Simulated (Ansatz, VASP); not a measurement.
## One calculation of In, two programs

```
In
1.0
    -1.69511    1.69511    2.39209
     1.69511   -1.69511    2.39209
     1.69511    1.69511   -2.39209
In
1
Direct
  0.00000 0.00000 0.00000
```

Alike in both runs: functional PBE; k mesh 18 × 18 × 18; occupations gaussian, width 0.1 eV; no spin polarisation.

Ansatz relaxed the structure, and its values are those at the end. VASP's run is a single point on that final structure, the one shown.

```csv
,VASP,Ansatz
version,VASP 6.6.1,Ansatz 0.2.0
potentials or method,"VASP PAW PBE potentials, release 64 (In_d), cutoff 520 eV","scalar-relativistic, plane waves, PAW"
valence electrons in the cell,13,13
```

```tsv
	VASP	Ansatz	Ansatz less VASP
gap on the k mesh at the Fermi level (eV)	none	none	-
pressure (GPa)	0.0	0.0	+0.03
```

A gap of «none» marks a metal or a gap that the smearing closes. The functional is the same, so the differences come from potentials, cutoffs and numerics.
